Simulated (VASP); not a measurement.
Set up this calculation in VASP 6.6.1, as the native input.

| Item | Value |
| --- | --- |
| Task | single point |
| Functional | PBE |
| Potentials or basis | VASP PAW PBE potentials, release 64 (Zn, O) |
| Cutoff | 520 eV |
| k mesh | 12 × 12 × 6 |
| Occupations | gaussian, width 0.02 eV |
| Spin | no spin polarisation |
| Dipole correction | no |
| Further INCAR settings | ALGO = Normal; EDIFF = 1e-06; NBANDS = 26 |

The structure of ZnO lies in POSCAR:

```
ZnO
1.0
    3.2301998980      0.0000000000      0.0000000000
   -1.6150999490      2.7974351709      0.0000000000
    0.0000000000      0.0000000000      5.6108271547
Zn O
2 2
Direct
    0.6666666659      0.3333333341      0.5061177229
    0.3333333341      0.6666666659      0.0061177229
    0.6666666676      0.3333333324      0.8741922771
    0.3333333324      0.6666666676      0.3741922771
```

This cell differs from its parent crystal: uniaxial strain along c: +6.0 %.

One way to write it, as run:

INCAR

```
SYSTEM = ZnO
PREC = Accurate
ENCUT = 520
EDIFF = 1E-6
ISMEAR = 0
SIGMA = 0.02
LREAL = .False.
LASPH = .True.
NELM = 80
ALGO = Normal
ISIF = 2
LWAVE = .False.
LCHARG = .True.
GGA = PE
LELF = .True.
LVHAR = .True.
NBANDS = 26
```

KPOINTS

```
regular mesh
0
Gamma
  12 12 6
  0 0 0
```

Potentials or basis: VASP PAW PBE potentials, release 64 (Zn, O).

Run with:

```sh
$ cat potpaw_PBE.64/Zn/POTCAR potpaw_PBE.64/O/POTCAR > POTCAR
$ mpirun -np 1 vasp_std > vasp.out
```

Results of the run:

* Pressure: -2.6 GPa
* Largest force: 0.113 eV/Å
* Band gap on the k mesh: 0.55 eV, direct

Caveat: the cell differs from its parent crystal (uniaxial strain along c: +6.0 %).

It took 30 s on 1 thread of Intel(R) Xeon(R) 6975P-C (Granite Rapids) (shared host), peak memory 0.21 GiB.
